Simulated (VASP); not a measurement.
# Sc2NbAl3V6N12 (P1) in VASP: further runs, part 2 of 2

VASP 6.6.1.

**3. Single point, PBE**

File INCAR:

```
SYSTEM = Sc2NbAl3V6N12
ALGO = Normal
EDIFF = 1E-7
ENCUT = 520
GGA = PE
ISIF = 2
ISMEAR = 0
ISYM = 0
LASPH = .TRUE.
LCHARG = .FALSE.
LREAL = Auto
LWAVE = .FALSE.
NBANDS = 109
NELM = 60
PREC = Accurate
SIGMA = 0.1
```

File KPOINTS:

```
k-points
0
G
  4 4 3
  0 0 0
```

File POSCAR:

```
Sc2NbAl3V6N12
1.0
   -4.2645273464     -4.2531519762      0.0050332442
    0.0284965700      4.2196011635      4.1780844501
   -4.1845861351      4.1782199205     -4.1652273456
N Al Sc V Nb
12 3 2 6 1
Direct
    0.1803788722      0.3239219255      0.8437784085
    0.6503804965      0.3312920381      0.8439868461
    0.5052740417      0.4964098805      0.4889277434
    0.0053292780      0.5011856079      0.4957968722
    0.3507049720      0.6662924765      0.1666889801
    0.8095132871      0.6665909481      0.1677744022
    0.1813122628      0.8537673830      0.8294491679
    0.6679160493      0.8251376339      0.8518558781
    0.5013934873      0.0100127061      0.4864656415
    0.0075587743      0.0049259906      0.4859136101
    0.3348384768      0.1715325631      0.1679592249
    0.8290749057      0.1612618251      0.1647169613
    0.3404362851      0.1739564653      0.6468626095
    0.4902974715      0.4892214561      0.9999949792
    0.6643233188      0.8404215918      0.3328682943
    0.8370245286      0.1673670470      0.6793753278
    0.3388780432      0.6670672211      0.6669446809
    0.4650118715      0.9838680916      0.0072498287
    0.0109560584      0.9758319192      0.0088926680
    0.7034344850      0.3573139956      0.3236120257
    0.1447342817      0.3491003875      0.3227046115
    0.0096815164      0.5268522824      0.0141580084
    0.1509501852      0.8096107733      0.3155500129
    0.8474282012      0.6689620449      0.6693820145
```

Potentials or basis: VASP PAW PBE potentials, release 64 (N, Al, Sc_sv, V_sv, Nb_sv).

The run is started by

```
> cat potpaw_PBE.64/N/POTCAR potpaw_PBE.64/Al/POTCAR potpaw_PBE.64/Sc_sv/POTCAR potpaw_PBE.64/V_sv/POTCAR potpaw_PBE.64/Nb_sv/POTCAR > POTCAR
> mpirun -np 1 vasp_std > vasp.out
```

OUTCAR:

```text
SYSTEM = Sc2NbAl3V6N12
   EDIFF = 1E-7
   ENCUT = 520
   GGA = PE
   ISIF = 2
   ISMEAR = 0
   ISYM = 0
   LASPH = .TRUE.
   LREAL = Auto
   NELM = 60
   PREC = Accurate

 ion  position               nearest neighbor table
   1  0.180  0.324  0.844-  14 1.97  19 2.14  13 2.15  16 2.15  17 2.17  22 2.30
   2  0.650  0.331  0.844-  14 2.00  18 2.13  24 2.15  13 2.15  16 2.18  22 2.24
   3  0.505  0.496  0.489-  13 2.01  15 2.09  20 2.13  17 2.17  24 2.21  21 2.24
   4  0.005  0.501  0.496-  21 1.96  20 2.01  23 2.05  24 2.11  17 2.13  16 2.16
   5  0.351  0.666  0.167-  21 2.00  18 2.01  15 2.03  14 2.04  23 2.09  22 2.10
   6  0.810  0.667  0.168-  20 1.96  19 1.98  15 2.04  14 2.06  23 2.08  22 2.09
[... 2784 lines left out ...]
  external PRESSURE =       4.1874543 kB  Pullay stress =       0.0000000 kB

 VOLUME and BASIS-vectors are now :
 -----------------------------------------------------------------------------
  energy-cutoff  :      520.00
  volume of cell :      223.34
      direct lattice vectors                 reciprocal lattice vectors
    -4.264527346 -4.253151976  0.005033244    -0.156855994 -0.077750035  0.079592455
     0.028496570  4.219601164  4.178084450    -0.079225150  0.079625760  0.159467503
    -4.184586135  4.178219921 -4.165227346    -0.079659245  0.079777594 -0.080027012

 POSITION                                       TOTAL-FORCE (eV/Angst)
 -----------------------------------------------------------------------------------
     -4.29086      4.12513     -2.16025        -0.046746     -0.013624     -0.026380
     -6.29586      2.15812     -2.12796         0.000845      0.045392      0.031189
     -4.18657      1.98849      0.04009        -0.025930     -0.026429      0.009064
     -2.08315      4.16369      0.02892         0.010431      0.063809      0.018485
     -2.17413      2.01635      2.09129        -0.020762     -0.029896      0.003766
     -4.13526      0.07076      2.09033         0.037301      0.030557      0.008994
[... 16 lines left out ...]
     -1.94111      4.09266      2.06904        -0.025576      0.021500      0.022544
     -6.39590      2.01534      0.01112         0.009186      0.008166      0.003651
 -----------------------------------------------------------------------------------
    total drift:                                0.011638      0.004099      0.006901

  FREE ENERGIE OF THE ION-ELECTRON SYSTEM (eV)
  ---------------------------------------------------
  free  energy   TOTEN  =      -215.6915203373 eV

  energy  without entropy=     -215.6433694039  energy(sigma->0) =     -215.66744487
```

OSZICAR:

```text
N       E                     dE             d eps       ncg     rms          rms(c)
DAV:   1     0.289512759404E+04    0.28951E+04   -0.92618E+04  5676   0.185E+03
DAV:   2     0.216457606513E+03   -0.26787E+04   -0.26215E+04  5668   0.631E+02
DAV:   3    -0.220485465804E+03   -0.43694E+03   -0.42108E+03  8434   0.233E+02
DAV:   4    -0.264550032924E+03   -0.44065E+02   -0.43128E+02  9096   0.868E+01
[... 16 lines left out ...]
DAV:  21    -0.215691527370E+03    0.14788E-04   -0.88301E-05  8296   0.480E-02    0.273E-02
DAV:  22    -0.215691523091E+03    0.42796E-05   -0.27758E-05  9312   0.213E-02    0.164E-02
DAV:  23    -0.215691520849E+03    0.22417E-05   -0.98236E-06  7576   0.139E-02    0.523E-03
DAV:  24    -0.215691520421E+03    0.42834E-06   -0.24442E-06  8112   0.635E-03    0.295E-03
DAV:  25    -0.215691520337E+03    0.83575E-07   -0.29406E-07  5192   0.272E-03
   1 F= -.21569152E+03 E0= -.21566744E+03  d E =-.481509E-01
```

Run time: 1.5 h. Hardware: 1 thread of Intel Xeon 8259CL, shared host; peak memory 0.61 GiB.

What came out:

- Free energy: -215.6915 eV
- Pressure: 0.4 GPa
- Largest force: 0.072 eV/Å
- Band gap on the k mesh: zero (bands 91 and 92 overlap by 0.23 eV)

Forces in eV/Å, atoms in the order of the input:
```
N   -0.047 -0.014 -0.026
N    0.001  0.045  0.031
N   -0.026 -0.026  0.009
N    0.010  0.064  0.018
N   -0.021 -0.030  0.004
N    0.037  0.031  0.009
N    0.052  0.002  0.024
N   -0.029 -0.038 -0.054
N    0.032 -0.002  0.025
N    0.006 -0.024 -0.024
N   -0.012  0.018  0.013
N    0.013 -0.023 -0.019
Al   0.009 -0.009 -0.002
Al  -0.005  0.001 -0.003
Al   0.001 -0.010  0.002
Sc   0.012  0.003 -0.010
Sc  -0.009  0.012  0.005
V   -0.040 -0.006  0.032
V    0.005  0.047  0.020
V    0.030 -0.014 -0.019
V   -0.006 -0.045 -0.029
V    0.003 -0.011 -0.032
V   -0.026  0.021  0.023
Nb   0.009  0.008  0.004
```

Levels at points of the mesh, in eV from the Fermi level:
| k point | band 88 | band 89 | band 90 | band 91 | band 92 | band 93 | band 94 | band 95 |
| --- | --- | --- | --- | --- | --- | --- | --- | --- |
| (0.00, 0.00, 0.00) | -0.78 | -0.68 | -0.52 | -0.04 | 0.21 | 0.32 | 0.47 | 0.55 |
| (0.50, 0.00, 0.00) | -0.72 | -0.48 | -0.30 | -0.21 | 0.03 | 0.31 | 0.47 | 0.67 |
| (0.00, 0.50, 0.00) | -0.98 | -0.58 | -0.35 | -0.13 | 0.13 | 0.14 | 0.71 | 0.72 |
| (0.50, 0.50, 0.00) | -0.73 | -0.37 | -0.25 | -0.14 | 0.06 | 0.26 | 0.44 | 0.61 |

Caveat: the run has no spin polarisation, though such a crystal can be magnetic. With open d or f shells a metallic result of PBE can be an artefact of self-interaction; +U or a hybrid may open a gap.
